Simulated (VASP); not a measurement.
Set up this calculation in VASP 6.6.1, as the native input.

```
Task                   : relaxation of cell and atoms
Functional             : PBE
Potentials or basis    : VASP PAW PBE potentials, release 64 (Pt)
Cutoff                 : 600 eV
k mesh                 : 17 × 17 × 17
Occupations            : fermi-dirac, width 0.05 eV
Spin                   : no spin polarisation
Target pressure        : -2.9 GPa
Dipole correction      : no
Further INCAR settings : ALGO = Normal; EDIFF = 1e-06; IBRION = 2; EDIFFG = -0.005; NSW = 60; ISIF = 3
```

The structure of Pt lies in POSCAR:

```
Pt
1.0
   -1.5818621218      1.5818621218      1.5818621218
    1.5818621218     -1.5818621218      1.5818621218
    1.5818621218      1.5818621218     -1.5818621218
Pt
1
Direct
    0.0000000000      0.0000000000      0.0000000000
```

One way to write it, as run:

INCAR

```
PREC = Accurate
ENCUT = 600
EDIFF = 1E-6
ISMEAR = -1
SIGMA = 0.05
LREAL = False
LASPH = True
NELM = 100
ALGO = Normal
ISIF = 3
LWAVE = False
LCHARG = False
GGA = PE
IBRION = 2
NSW = 60
EDIFFG = -0.005
PSTRESS = -29.0
```

KPOINTS

```
regular mesh
0
Gamma
  17 17 17
```

Potentials or basis: VASP PAW PBE potentials, release 64 (Pt).

The run is started by

```bash
$ cat potpaw_PBE.64/Pt/POTCAR > POTCAR
$ mpirun -np 1 vasp_std > vasp.out
```

Results of the run:

- Relaxed volume: 16.01 Å³/atom
- Relaxed cell: a = 2.750 Å, b = 2.750 Å, c = 2.750 Å, α = 109.47°, β = 109.47°, γ = 109.47°
- Space group after relaxing (to 0.05 Å): Im-3m (No. 229)
- Energy change on relaxing (the enthalpy is what falls): +1.8 meV/atom
- Ionic steps: 3
- Pressure after relaxing: -2.9 GPa
- Band gap on the k mesh: zero (band 5 reaches 10.91 eV, above the bottom of band 6 at 8.86 eV)

Caveat: the cell is relaxed towards a set pressure, so the enthalpy falls and the energy may rise; spin-orbit coupling is left out, which moves the levels of the heavy elements.

Run time: 31 s on 1 thread of Intel(R) Xeon(R) Platinum 8259CL CPU @ 2.50GHz (Skylake/Cascade Lake), on a shared host, peak memory 0.17 GiB.
